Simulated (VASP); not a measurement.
Write the native input for VASP 6.6.1 that does the following.

```
Task                   : relaxation of cell and atoms
Functional             : PBE
Potentials or basis    : VASP PAW PBE potentials, release 64 (Ca_sv, Si)
Cutoff                 : 600 eV
k mesh                 : 3 × 3 × 3
Occupations            : gaussian, width 0.1 eV
Spin                   : no spin polarisation
Dipole correction      : no
Further INCAR settings : ALGO = Normal; EDIFF = 1e-06; IBRION = 2; EDIFFG = -0.04; NSW = 90; ISIF = 3
```

The structure of Ca3Si2 lies in POSCAR:

```
Ca3Si2
1.0
    3.3307542644      1.9230118711      6.0624729425
   -3.3307542644      1.9230118711      6.0624729425
    0.0000000000     -3.8460237423      6.0624729425
Ca Si
6 4
Direct
    0.0562500000      0.4437500000      0.7500000000
    0.7500000000      0.0562500000      0.4437500000
    0.4437500000      0.7500000000      0.0562500000
    0.9437500000      0.5562500000      0.2500000000
    0.2500000000      0.9437500000      0.5562500000
    0.5562500000      0.2500000000      0.9437500000
    0.8521800000      0.8521800000      0.8521800000
    0.6478200000      0.6478200000      0.6478200000
    0.1478200000      0.1478200000      0.1478200000
    0.3521800000      0.3521800000      0.3521800000
```

The input as run:

INCAR

```
SYSTEM = Ca3Si2
PREC = Accurate
ENCUT = 600
EDIFF = 1E-6
ISMEAR = 0
SIGMA = 0.1
LREAL = .False.
LASPH = .True.
NELM = 100
ALGO = Normal
ISIF = 3
LWAVE = .False.
LCHARG = .False.
GGA = PE
IBRION = 2
NSW = 90
EDIFFG = -0.04
```

KPOINTS

```
Automatic mesh
0
Gamma
  3 3 3
  0 0 0
```

Potentials or basis: VASP PAW PBE potentials, release 64 (Ca_sv, Si).

The run is started by

```bash
$ cat potpaw_PBE.64/Ca_sv/POTCAR potpaw_PBE.64/Si/POTCAR > POTCAR
$ mpirun -np 1 vasp_std > vasp.out
```

Results of the run:

The relaxed volume is 28.11 Å³/atom and the relaxed cell is a = 6.650 Å, b = 6.650 Å, c = 6.650 Å, α = 79.57°, β = 79.57°, γ = 79.57°. The space group after relaxing (to 0.1 Å) is R-3c (No. 167). The energy gained by relaxing is 652.8 meV/atom. The ionic steps are 46 and the pressure after relaxing is 0.0 GPa. The largest force after relaxing is 0.022 eV/Å. The band gap on the k mesh is 0.54 eV (least direct gap 0.60 eV).

Caveat: the volume moved by over 15 % at a fixed basis, so the end points are rough.

It took 71 min on 1 thread of Intel(R) Xeon(R) Platinum 8259CL CPU @ 2.50GHz (Skylake/Cascade Lake), with other jobs on the host, peak memory 0.55 GiB.
